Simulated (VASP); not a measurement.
# K (I4/mmm) in VASP: notebook

K is run at these levels: PBE+D3(BJ); tasks: single point.

Program: VASP 6.6.1. These are calculated values, not measurements. Logs are shortened: lines on timing, memory, paths and dates and some standing lists are left out, and cuts for length are marked.

## (1) The cell of the first run

The structure is tetragonal, space group I4/mmm (No. 139). The conventional cell has a = 4.653 Å, b = 4.653 Å, c = 6.987 Å, α = 90.00°, β = 90.00°, γ = 90.00°.

## (2) Single point, PBE+D3(BJ) (strain -0.030 along x and y, +0.030 along z)

Contents of INCAR:

```
PREC = Accurate
ENCUT = 520
EDIFF = 1E-6
ISMEAR = 0
SIGMA = 0.15
LREAL = False
LASPH = True
NELM = 80
ALGO = Normal
ISIF = 2
LWAVE = False
LCHARG = False
GGA = PE
IVDW = 12
NBANDS = 10
```

Contents of KPOINTS:

```
Automatic mesh
0
Gamma
  12 12 12
```

Contents of POSCAR:

```
K
1.0
    0.0000000000      3.2901166335      3.4936290025
    3.2901166335      0.0000000000      3.4936290025
    3.2901166335      3.2901166335      0.0000000000
K
1
Direct
    0.0000000000      0.0000000000      0.0000000000
```

Potentials or basis: VASP PAW PBE potentials, release 64 (K_sv).

Started as:

```
$ cat potpaw_PBE.64/K_sv/POTCAR > POTCAR
$ mpirun -np 1 vasp_std > vasp.out
```

OUTCAR:

```text
PREC = Accurate
   ENCUT = 520
   EDIFF = 1E-6
   ISMEAR = 0
   LREAL = False
   LASPH = True
   NELM = 80
   ISIF = 2
   GGA = PE
   IVDW = 12
 IVDW          = 12

 ion  position               nearest neighbor table
   1  0.000  0.000  0.000-

  LATTYP: Found a body centered tetragonal cell.
 ALAT       =     4.6529275649
 C/A-ratio  =     1.5016906899

  Lattice vectors:

 A1 = (  -3.2901166335,   0.0000000000,   3.4936290025)
 A2 = (   3.2901166335,   0.0000000000,   3.4936290025)
 A3 = (   0.0000000000,   3.2901166335,  -3.4936290025)

Analysis of symmetry for initial positions (statically):
=====================================================================
 Subroutine PRICEL returns:
 Original cell was already a primitive cell.

 Routine SETGRP: Setting up the symmetry group for a
 body centered tetragonal supercell.

 Subroutine GETGRP returns: Found 16 space group operations
 (whereof 16 operations were pure point group operations)
 out of a pool of 16 trial point group operations.

The static configuration has the point symmetry D_4h.

Analysis of symmetry for dynamics (positions and initial velocities):
=====================================================================
 Subroutine PRICEL returns:
 Original cell was already a primitive cell.

 Routine SETGRP: Setting up the symmetry group for a
 body centered tetragonal supercell.

 Subroutine GETGRP returns: Found 16 space group operations
 (whereof 16 operations were pure point group operations)
 out of a pool of 16 trial point group operations.

The dynamic configuration has the point symmetry D_4h.

 Subroutine INISYM returns: Found 16 space group operations
 (whereof 16 operations are pure point group operations),
 and found     1 'primitive' translations

----------------------------------------------------------------------------------------

                                     Primitive cell

  volume of cell :      75.6361

  direct lattice vectors                    reciprocal lattice vectors
     0.000000000  3.290116633  3.493629003    -0.151970296  0.151970296  0.143117658
     3.290116633  0.000000000  3.493629003     0.151970296 -0.151970296  0.143117658
     3.290116633  3.290116633  0.000000000     0.151970296  0.151970296 -0.143117658

  length of vectors
     4.798990630  4.798990630  4.652927565     0.258210391  0.258210391  0.258210391

  position of ions in fractional coordinates (direct lattice)
[... 82 lines left out ...]
   NFREE  =      0    steps in history (QN), initial steepest desc. (CG)
   ISIF   =      2    stress and relaxation
   ISYM   =      2    0-nonsym 1-usesym 2-fastsym
   POTIM  = 0.5000    time-step for ionic-motion
   TEBEG  =    0.0;   TEEND  =   0.0 temperature during run
   PSTRESS=    0.0 pullay stress
   NELECT =       9.0000    total number of electrons
   NUPDOWN=      -1.0000    fix difference up-down
   EMIN   =  10.00;   EMAX   =-10.00  energy-range for DOS
   EFERMI =   0.00;   METHOD = LEGACY
   ISMEAR =     0;   SIGMA  =   0.15  broadening in eV -4-tet -1-fermi 0-gaus
   EFERMI_NEDOS =   21; number of points for ismear=-14 and -15
   IALGO  =     38    algorithm
   IMIX   =      4    mixing-type and parameters
     AMIX     =   0.40;   BMIX     =  1.00
     AMIX_MAG =   1.60;   BMIX_MAG =  1.00
  volume/ion in A,a.u.               =      75.64       510.42
  Fermi-wavevector in a.u.,A,eV,Ry     =   0.805216  1.521638  8.821654  0.648373
  Thomas-Fermi vector in A             =   1.913419
   LORBIT       =      0    0 simple, 1 ext, 2 COOP (PROOUT), +10 PAW based schemes
   GGA     = PE    functional components
   LHFCALC =     F    Hartree Fock is set to
   AEXX    =    0.0000 exact exchange contribution
   IVDW    =    12    specifies the selected vdW correction
   LEPSILON=     F    determine dielectric tensor
   LRPA    =     F    only Hartree local field effects (RPA)
 non-spin polarized calculation
 Gauss-broadening in eV      SIGMA  =   0.15
  energy-cutoff  :      520.00
  volume of cell :       75.64
 maximum number of plane-waves:      2076
   NGX = 17   NGY = 17   NGZ = 17

 number of electron       9.0000000 magnetization

 Free energy of the ion-electron system (eV)
  ---------------------------------------------------
  ext. energy  EPLUGINS =         0.00000000
  ---------------------------------------------------
  free energy    TOTEN  =        -1.05154774 eV

  energy without entropy =       -1.04317334  energy(sigma->0) =       -1.04736054

 E-fermi :  -0.1807     XC(G=0):  -5.5838

 val. band max:       -0.1865725010   @ k =  -0.2500   0.2500   0.1667
 cond. band min:      -0.1403883301   @ k =  -0.4167   0.0833   0.0000
 fundamental gap:      0.0461841708
 Fermi energy:        -0.1807272679

 k-point     1 :       0.0000    0.0000    0.0000
  band No.  band energies     occupation
      1     -32.3259      2.00000
      2     -15.7782      2.00000
      3     -15.7780      2.00000
      4     -15.7780      2.00000
      5      -2.2979      2.00000
      6       3.8760      0.00000
      7       4.0820      0.00000
      8       4.0820      0.00000
      9       5.0044      0.00000
     10       5.4208      0.00000
[... 287 lines left out ...]
 k-point    24 :      -0.4167    0.1667    0.0000
  band No.  band energies     occupation
      1     -32.3224      2.00000
      2     -15.8333      2.00000
      3     -15.7986      2.00000
      4     -15.7856      2.00000
      5       0.2990      0.00001
      6       0.6359      0.00000
      7       2.8269      0.00000
      8       4.1036      0.00000
      9       5.2226      0.00000
     10       5.7330      0.00000

 [... further k-points ...]

------------------------ aborting loop because EDIFF is reached ----------------------------------------

 Edisp (eV)   -0.10998

 E8    (eV) :    -0.0593

  FORCE on cell =-STRESS in cart. coord.  units (eV):
  Direction    XX          YY          ZZ          XY          YZ          ZX
  --------------------------------------------------------------------------------------
  -------------------------------------------------------------------------------------
  Total      -0.14133    -0.14133    -0.17830     0.00000     0.00000     0.00000
  in kB      -2.99381    -2.99381    -3.77696     0.00000     0.00000     0.00000
  external pressure =       -3.25 kB  Pullay stress =        0.00 kB

 VOLUME and BASIS-vectors are now :
 -----------------------------------------------------------------------------
  energy-cutoff  :      520.00
  volume of cell :       75.64
      direct lattice vectors                 reciprocal lattice vectors
     0.000000000  3.290116633  3.493629003    -0.151970296  0.151970296  0.143117658
     3.290116633  0.000000000  3.493629003     0.151970296 -0.151970296  0.143117658
     3.290116633  3.290116633  0.000000000     0.151970296  0.151970296 -0.143117658

 POSITION                                       TOTAL-FORCE (eV/Angst)
 -----------------------------------------------------------------------------------
      0.00000      0.00000      0.00000         0.000000      0.000000      0.000000
 -----------------------------------------------------------------------------------
    total drift:                               -0.000000      0.000000      0.000000

  FREE ENERGIE OF THE ION-ELECTRON SYSTEM (eV)
  ---------------------------------------------------
  free  energy   TOTEN  =        -1.1615294373 eV

  energy  without entropy=       -1.1531550402  energy(sigma->0) =       -1.15734224
```

stdout:

```text
POSCAR found type information on POSCAR K
 POSCAR found :  1 types and       1 ions
 scaLAPACK will be used
 LDA part: xc-table for (Slater+PW92), standard interpolation
 POSCAR, INCAR and KPOINTS ok, starting setup
 FFT: planning ... GRIDC
 FFT: planning ... GRID_SOFT
 FFT: planning ... GRID
 WAVECAR not read
 entering main loop
```

Wall time 2.4 min (1 thread of Intel Xeon Platinum 8259CL at 2.50GHz (Skylake/Cascade Lake), shared host); peak memory 0.27 GiB.

Results:

* Free energy: -1.1615 eV
* Pressure: -0.3 GPa
* Dispersion energy per atom: -0.110 eV

Stress tensor (GPa, compression positive):
```
-0.30  0.00  0.00
 0.00 -0.30  0.00
 0.00  0.00 -0.38
```

Caveat: the cell differs from its parent crystal (strain -0.030 along x and y, +0.030 along z); pairwise dispersion overbinds metals, which lowers pressure and volume.

## (3) Single point, PBE+D3(BJ) (strain +0.000 along x and y, -0.030 along z)

Contents of INCAR:

```
SYSTEM = K
  PREC = Accurate
  ENCUT = 520
  EDIFF = 1E-6
  ISMEAR = 0
  SIGMA = 0.15
  LREAL = .False.
  LASPH = .True.
  NELM = 60
  ALGO = Fast
  ISIF = 2
  LWAVE = .False.
  LCHARG = .True.
  GGA = PE
  IVDW = 12
  LELF = .True.
  LVHAR = .True.
  NBANDS = 10
```

Contents of KPOINTS:

```
Automatic mesh
0
Gamma
  12 12 12
  0 0 0
```

Contents of POSCAR:

```
K
1.0
    0.0000000000      3.3918728180      3.2901166335
    3.3918728180      0.0000000000      3.2901166335
    3.3918728180      3.3918728180      0.0000000000
K
1
Direct
    0.0000000000      0.0000000000      0.0000000000
```

Potentials or basis: VASP PAW PBE potentials, release 64 (K_sv).

Started as:

```
$ cat potpaw_PBE.64/K_sv/POTCAR > POTCAR
$ mpirun -np 1 vasp_std > vasp.out
```

Wall time 2.8 min (1 thread of Intel Xeon Platinum 8259CL at 2.50GHz (Skylake/Cascade Lake), shared host); peak memory 0.28 GiB.

It converged, with:

```
Free energy                : -1.1619 eV
Pressure                   : -0.3 GPa
Dispersion energy per atom : -0.110 eV
```

Levels at points of the mesh, in eV from the Fermi level:
```
           k point  band 2  band 3  band 4  band 5  band 6  band 7  band 8  band 9
(0.00, 0.00, 0.00)  -15.59  -15.59  -15.59   -2.11    4.16    4.16    4.26    5.32
(0.50, 0.00, 0.00)  -15.65  -15.60  -15.60    0.33    0.55    3.89    4.06    6.03
(0.50, 0.50, 0.00)  -15.65  -15.62  -15.62    1.00    1.50    2.28    4.69    4.69
(0.50, 0.00, 0.50)  -15.65  -15.62  -15.61    0.88    1.28    2.38    4.88    4.91
```

Caveat: the cell differs from its parent crystal (strain +0.000 along x and y, -0.030 along z); pairwise dispersion overbinds metals, which lowers pressure and volume.
